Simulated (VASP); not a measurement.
# Rb (Pm-3m) in VASP: a series of runs, part 2 of 2

VASP 6.6.1. Earlier steps stand in the parts before.

## (4) Single point, RPBE (122.37 Å³/atom)

This run uses another cell than the first one, of 122.37 Å³/atom.

The input, INCAR:

```
  PREC = Accurate
  ENCUT = 520
  EDIFF = 1E-7
  ISMEAR = -1
  SIGMA = 0.1
  LREAL = False
  LASPH = True
  NELM = 80
  ALGO = Normal
  ISIF = 2
  LWAVE = False
  LCHARG = False
  GGA = RP
  NBANDS = 10
```

The input, KPOINTS:

```
Automatic mesh
0
Gamma
  8 8 8
```

The input, POSCAR:

```
Rb
1.0
    4.9646747957      0.0000000000      0.0000000000
    0.0000000000      4.9646747957      0.0000000000
    0.0000000000      0.0000000000      4.9646747957
Rb
1
Direct
    0.0000000000      0.0000000000      0.0000000000
```

Potentials or basis: VASP PAW PBE potentials, release 64 (Rb_sv).

The run is started by

```bash
$ cat potpaw_PBE.64/Rb_sv/POTCAR > POTCAR
$ mpirun -np 1 vasp_std > vasp.out
```

OUTCAR:

```text
PREC = Accurate
   ENCUT = 520
   EDIFF = 1E-7
   ISMEAR = -1
   LREAL = False
   LASPH = True
   NELM = 80
   ISIF = 2
   GGA = RP

 ion  position               nearest neighbor table
   1  0.000  0.000  0.000-

  LATTYP: Found a simple cubic cell.
 ALAT       =     4.9646747957

  Lattice vectors:

 A1 = (   4.9646747957,   0.0000000000,   0.0000000000)
 A2 = (   0.0000000000,   4.9646747957,   0.0000000000)
 A3 = (   0.0000000000,   0.0000000000,   4.9646747957)

Analysis of symmetry for initial positions (statically):
=====================================================================
 Subroutine PRICEL returns:
 Original cell was already a primitive cell.

 Routine SETGRP: Setting up the symmetry group for a
 simple cubic supercell.

 Subroutine GETGRP returns: Found 48 space group operations
 (whereof 48 operations were pure point group operations)
 out of a pool of 48 trial point group operations.

The static configuration has the point symmetry O_h .

Analysis of symmetry for dynamics (positions and initial velocities):
=====================================================================
 Subroutine PRICEL returns:
 Original cell was already a primitive cell.

 Routine SETGRP: Setting up the symmetry group for a
 simple cubic supercell.

 Subroutine GETGRP returns: Found 48 space group operations
 (whereof 48 operations were pure point group operations)
 out of a pool of 48 trial point group operations.

The dynamic configuration has the point symmetry O_h .

 Subroutine INISYM returns: Found 48 space group operations
 (whereof 48 operations are pure point group operations),
 and found     1 'primitive' translations

----------------------------------------------------------------------------------------

                                     Primitive cell

  volume of cell :     122.3693

  direct lattice vectors                    reciprocal lattice vectors
     4.964674796  0.000000000  0.000000000     0.201423062  0.000000000  0.000000000
     0.000000000  4.964674796  0.000000000     0.000000000  0.201423062  0.000000000
     0.000000000  0.000000000  4.964674796     0.000000000  0.000000000  0.201423062

  length of vectors
     4.964674796  4.964674796  4.964674796     0.201423062  0.201423062  0.201423062

  position of ions in fractional coordinates (direct lattice)
     0.000000000  0.000000000  0.000000000

  ion indices of the primitive-cell ions
   primitive index   ion index
                 1           1

----------------------------------------------------------------------------------------

 KPOINTS: Automatic mesh

Automatic generation of k-mesh.
 Grid dimensions read from file:
 generate k-points for:    8    8    8

 Generating k-lattice:

  Cartesian coordinates                     Fractional coordinates (reciprocal lattice)
     0.025177883  0.000000000  0.000000000     0.125000000  0.000000000  0.000000000
     0.000000000  0.025177883  0.000000000     0.000000000  0.125000000  0.000000000
     0.000000000  0.000000000  0.025177883     0.000000000  0.000000000  0.125000000

  Length of vectors
     0.025177883  0.025177883  0.025177883

  Shift w.r.t. Gamma in fractional coordinates (k-lattice)
     0.000000000  0.000000000  0.000000000

 Subroutine IBZKPT returns following result:
 ===========================================

 Found     35 irreducible k-points:

 Following reciprocal coordinates:
            Coordinates               Weight
  0.000000  0.000000  0.000000      1.000000
  0.125000  0.000000  0.000000      6.000000
  0.250000  0.000000  0.000000      6.000000
  0.375000  0.000000  0.000000      6.000000
  0.500000  0.000000  0.000000      3.000000
  0.125000  0.125000  0.000000     12.000000
[... 16 lines left out ...]
  0.375000  0.375000  0.125000     24.000000
  0.500000  0.375000  0.125000     24.000000
 [... further k-points ...]
   k-points           NKPTS =     35   k-points in BZ     NKDIM =     35   number of bands    NBANDS=     10
   number of dos      NEDOS =    301   number of ions     NIONS =      1
   total plane-waves  NPLWV =  64000
   dimension x,y,z NGX =    40 NGY =   40 NGZ =   40
   dimension x,y,z NGXF=    80 NGYF=   80 NGZF=   80
   ions per type =               1
   NGX,Y,Z   is equivalent  to a cutoff of  13.39, 13.39, 13.39 a.u.
   NGXF,Y,Z  is equivalent  to a cutoff of  26.79, 26.79, 26.79 a.u.
 SYSTEM =  unknown system
   PREC   = accura    normal or accurate (medium, high low for compatibility)
   ISTART =      0    job   : 0-new  1-cont  2-samecut
   ICHARG =      2    charge: 1-file 2-atom 10-const
   ISPIN  =      1    spin polarized calculation?
   LNONCOLLINEAR =      F non collinear calculations
   LSORBIT =      F    spin-orbit coupling
   LASPH  =      T    aspherical Exc in radial PAW
   ENCUT  =  520.0 eV  38.22 Ry    6.18 a.u.   9.23  9.23  9.23*2*pi/ulx,y,z
   NELM   =     80;   NELMIN=  2; NELMDL= -5     # of ELM steps
   EDIFF  = 0.1E-06   stopping-criterion for ELM
   LREAL  =      F    real-space projection
   EDIFFG = 0.1E-05   stopping-criterion for IOM
   NSW    =      0    number of steps for IOM
   IBRION =     -1    ionic relax: 0-MD 1-quasi-New 2-CG
   NFREE  =      0    steps in history (QN), initial steepest desc. (CG)
   ISIF   =      2    stress and relaxation
   ISYM   =      2    0-nonsym 1-usesym 2-fastsym
   POTIM  = 0.5000    time-step for ionic-motion
   TEBEG  =    0.0;   TEEND  =   0.0 temperature during run
   PSTRESS=    0.0 pullay stress
   NELECT =       9.0000    total number of electrons
   NUPDOWN=      -1.0000    fix difference up-down
   EMIN   =  10.00;   EMAX   =-10.00  energy-range for DOS
   EFERMI =   0.00;   METHOD = LEGACY
   ISMEAR =    -1;   SIGMA  =   0.10  broadening in eV -4-tet -1-fermi 0-gaus
   EFERMI_NEDOS =   21; number of points for ismear=-14 and -15
   IALGO  =     38    algorithm
   IMIX   =      4    mixing-type and parameters
     AMIX     =   0.40;   BMIX     =  1.00
     AMIX_MAG =   1.60;   BMIX_MAG =  1.00
  volume/ion in A,a.u.               =     122.37       825.79
  Fermi-wavevector in a.u.,A,eV,Ry     =   0.685906  1.296175  6.401100  0.470468
  Thomas-Fermi vector in A             =   1.765982
   LORBIT       =      0    0 simple, 1 ext, 2 COOP (PROOUT), +10 PAW based schemes
   GGA     = RP    functional components
   LHFCALC =     F    Hartree Fock is set to
   AEXX    =    0.0000 exact exchange contribution
   IVDW    =     0    specifies the selected vdW correction
   LEPSILON=     F    determine dielectric tensor
   LRPA    =     F    only Hartree local field effects (RPA)
 non-spin polarized calculation
  energy-cutoff  :      520.00
  volume of cell :      122.37
 maximum number of plane-waves:      3328
 NGX is ok and might be reduce to    40
   NGX = 19   NGY = 19   NGZ = 19

 number of electron       9.0000000 magnetization

 Free energy of the ion-electron system (eV)
  ---------------------------------------------------
  ext. energy  EPLUGINS =         0.00000000
  ---------------------------------------------------
  free energy    TOTEN  =        -0.74167262 eV

  energy without entropy =       -0.71085525  energy(sigma->0) =       -0.72626394

 E-fermi :  -0.4240     XC(G=0):  -4.6781

 val. band max:       -0.4304338570   @ k =   0.5000   0.1250   0.0000
 cond. band min:      -0.3047173626   @ k =   0.5000   0.1250   0.1250
 fundamental gap:      0.1257164944
 Fermi energy:        -0.4239537082

 k-point     1 :       0.0000    0.0000    0.0000
  band No.  band energies     occupation
      1     -29.6625      2.00000
      2     -13.7237      2.00000
      3     -13.7237      2.00000
      4     -13.7237      2.00000
      5      -2.0262      2.00000
      6       1.9080      0.00000
      7       1.9080      0.00000
      8       4.4994      0.00000
      9       4.4994      0.00000
     10       4.4994      0.00000
[... 287 lines left out ...]
 k-point    24 :       0.5000    0.3750    0.1250
  band No.  band energies     occupation
      1     -29.6595      2.00000
      2     -13.7725      2.00000
      3     -13.7639      2.00000
      4     -13.7230      2.00000
      5       0.4173      0.00044
      6       0.6037      0.00007
      7       1.6648      0.00000
      8       1.9630      0.00000
      9       3.5544      0.00000
     10       3.6276      0.00000

 [... further k-points ...]

------------------------ aborting loop because EDIFF is reached ----------------------------------------

  FORCE on cell =-STRESS in cart. coord.  units (eV):
  Direction    XX          YY          ZZ          XY          YZ          ZX
  --------------------------------------------------------------------------------------
  -------------------------------------------------------------------------------------
  Total       -0.1222952     -0.1222952     -0.1222952      0.0000000     -0.0000000      0.0000000
  in kB       -1.6012077     -1.6012077     -1.6012077      0.0000000     -0.0000000      0.0000000
  external PRESSURE =      -1.6012077 kB  Pullay stress =       0.0000000 kB

 VOLUME and BASIS-vectors are now :
 -----------------------------------------------------------------------------
  energy-cutoff  :      520.00
  volume of cell :      122.37
      direct lattice vectors                 reciprocal lattice vectors
     4.964674796  0.000000000  0.000000000     0.201423062  0.000000000  0.000000000
     0.000000000  4.964674796  0.000000000     0.000000000  0.201423062  0.000000000
     0.000000000  0.000000000  4.964674796     0.000000000  0.000000000  0.201423062

 POSITION                                       TOTAL-FORCE (eV/Angst)
 -----------------------------------------------------------------------------------
      0.00000      0.00000      0.00000         0.000000      0.000000      0.000000
 -----------------------------------------------------------------------------------
    total drift:                               -0.000000     -0.000000      0.000000

  FREE ENERGIE OF THE ION-ELECTRON SYSTEM (eV)
  ---------------------------------------------------
  free  energy   TOTEN  =        -0.7416726224 eV

  energy  without entropy=       -0.7108552490  energy(sigma->0) =       -0.72626394
```

OSZICAR:

```text
N       E                     dE             d eps       ncg     rms          rms(c)
DAV:   1     0.476615090462E+02    0.47662E+02   -0.30359E+03   700   0.626E+02
DAV:   2     0.280508179251E+01   -0.44856E+02   -0.43889E+02   800   0.121E+02
DAV:   3    -0.542302696859E+00   -0.33474E+01   -0.33394E+01   894   0.352E+01
DAV:   4    -0.732597874033E+00   -0.19030E+00   -0.19009E+00  1060   0.710E+00
DAV:   5    -0.735095658288E+00   -0.24978E-02   -0.24975E-02   948   0.847E-01    0.977E-01
DAV:   6    -0.738477280648E+00   -0.33816E-02   -0.22533E-03   880   0.274E-01    0.578E-01
DAV:   7    -0.741347617620E+00   -0.28703E-02   -0.37254E-03   760   0.385E-01    0.617E-02
DAV:   8    -0.741642140313E+00   -0.29452E-03   -0.36723E-04   940   0.131E-01    0.265E-02
DAV:   9    -0.741664263416E+00   -0.22123E-04   -0.25498E-05  1042   0.347E-02    0.857E-03
DAV:  10    -0.741671674239E+00   -0.74108E-05   -0.10083E-05   802   0.168E-02    0.171E-03
DAV:  11    -0.741672536683E+00   -0.86244E-06   -0.99925E-07   940   0.587E-03    0.701E-04
DAV:  12    -0.741672673724E+00   -0.13704E-06   -0.10447E-07   818   0.166E-03    0.362E-04
DAV:  13    -0.741672622400E+00    0.51324E-07   -0.77345E-09   450   0.670E-04
   1 F= -.74167262E+00 E0= -.72626394E+00  d E =-.308174E-01
```

stdout:

```text
POSCAR found type information on POSCAR Rb
 POSCAR found :  1 types and       1 ions
 scaLAPACK will be used
 -----------------------------------------------------------------------------
|                                                                             |
|                                                                             |
|     You enforced a specific xc type in the INCAR file but a different       |
|     I HOPE YOU KNOW WHAT YOU ARE DOING!                                     |
|                                                                             |
 -----------------------------------------------------------------------------

 LDA part: xc-table for (Slater+PW92), standard interpolation
 POSCAR, INCAR and KPOINTS ok, starting setup
 FFT: planning ... GRIDC
 FFT: planning ... GRID_SOFT
 FFT: planning ... GRID
 WAVECAR not read
 entering main loop
```

Run time: 36 s. Hardware: 1 thread of Intel Xeon Platinum 8488C (Sapphire Rapids), shared host; peak memory 0.24 GiB.

What came out:

| Quantity | Value |
| --- | --- |
| Free energy | -0.7417 eV |
| Pressure | -0.2 GPa |
| Band gap on the k mesh | zero (an odd number of electrons rules out a gap without spin polarisation) |

Caveat: the PAW data sets were made with another functional, which shifts forces and pressure a little.

## (5) Overview

```csv
cell,gap on the mesh (eV),pressure (GPa)
"a = 4.844 Å, 1 atom",none,-0.1
"a = 4.905 Å, 1 atom",none,-0.1
"a = 4.965 Å, 1 atom",none,-0.2
```

Alike in all rows: task single point; level RPBE; potentials or basis VASP PAW PBE potentials, release 64 (Rb_sv); no spin polarisation; k mesh 8 × 8 × 8; cutoff (eV) 520; smearing fermi-dirac 0.1 eV.

Caveats: the PAW data sets were made with another functional, which shifts forces and pressure a little.

Total energies depend on the potentials used, so only differences within one code and one set of settings carry meaning.
